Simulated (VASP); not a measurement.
# Zr3Si2: single point with PBEsol

The system is Zr3Si2.

```xyz
10
Lattice="7.0656 0.0000 0.0000 0.0000 7.0656 0.0000 0.0000 0.0000 3.6445" Properties=species:S:1:pos:R:3 pbc="T T T"
Zr    1.2328    4.7656    1.8222
Zr    5.8328    2.3000    1.8222
Zr    2.3000    1.2328    1.8222
Zr    4.7656    5.8328    1.8222
Zr    0.1903   -0.0617    0.0000
Zr    3.5328    3.5328    0.0000
Si    4.3975    0.8648    0.0000
Si    2.6680    6.2008    0.0000
Si    6.2008    4.3975    0.0000
Si    0.8648    2.6680    0.0000
```

This cell differs from its parent crystal: atom 5 (Zr) moved -0.200 Å towards its neighbour atom 7 (Si) at 2.805 Å.

| Quantity | Value |
| --- | --- |
| Program | VASP 6.6.1 |
| Task | single point |
| Functional | PBEsol |
| Potentials or basis | VASP PAW PBE potentials, release 64 (Zr_sv, Si) |
| Cutoff | 520 eV |
| k mesh | 6 × 6 × 12 |
| Occupations | gaussian, width 0.15 eV |
| Spin | no spin polarisation |
| Dipole correction | no |
| Further INCAR settings | ALGO = Fast; EDIFF = 1e-07; NBANDS = 55 |

The pressure is 0.7 GPa, the largest force is 2.528 eV/Å and the band gap on the k mesh is zero (bands 44 and 45 overlap by 1.28 eV).

Forces in eV/Å, atoms in the order of the input:
```
Zr   0.257 -0.261  0.000
Zr   0.201 -0.129  0.000
Zr   0.324  0.002  0.000
Zr   0.237  0.009  0.000
Zr  -2.404  0.782  0.000
Zr   0.153 -0.098  0.000
Si   0.371 -0.058  0.000
Si   0.888 -0.200  0.000
Si  -0.004 -0.031  0.000
Si  -0.022 -0.014  0.000
```

Stress tensor (GPa, compression positive):
```
 1.33 -0.37  0.00
-0.37  0.29  0.00
 0.00  0.00  0.62
```

Levels at points of the mesh, in eV from the Fermi level:
| k point | band 41 | band 42 | band 43 | band 44 | band 45 | band 46 | band 47 | band 48 |
| --- | --- | --- | --- | --- | --- | --- | --- | --- |
| (0.00, 0.00, 0.00) | -0.64 | -0.44 | -0.27 | -0.01 | 0.94 | 1.06 | 1.24 | 1.35 |
| (0.50, 0.00, 0.00) | -0.35 | -0.18 | 0.36 | 0.46 | 0.65 | 0.87 | 1.44 | 1.46 |
| (0.00, 0.50, 0.00) | -0.35 | -0.19 | 0.37 | 0.40 | 0.68 | 0.81 | 1.46 | 1.50 |
| (0.50, 0.50, 0.00) | -0.33 | -0.24 | -0.15 | -0.04 | 0.02 | 0.12 | 1.21 | 1.23 |
| (0.00, 0.00, 0.50) | -0.48 | -0.31 | 0.02 | 0.17 | 0.24 | 0.37 | 0.67 | 0.79 |
| (0.50, 0.00, 0.50) | -0.95 | -0.92 | -0.63 | -0.43 | 0.13 | 0.29 | 1.55 | 2.01 |
| (0.00, 0.50, 0.50) | -0.98 | -0.85 | -0.54 | -0.50 | 0.19 | 0.24 | 1.61 | 1.88 |
| (0.50, 0.50, 0.50) | -0.84 | -0.72 | -0.68 | -0.68 | -0.64 | -0.50 | 1.87 | 1.89 |

Run time: 78 min on 1 thread of Oxide Virtual Turin-like Processor, with other jobs on the host, peak memory 0.94 GiB.

Caveat: the cell differs from its parent crystal (atom 5 (Zr) moved -0.200 Å towards its neighbour atom 7 (Si) at 2.805 Å); the PAW data sets were made with another functional, which shifts forces and pressure a little.
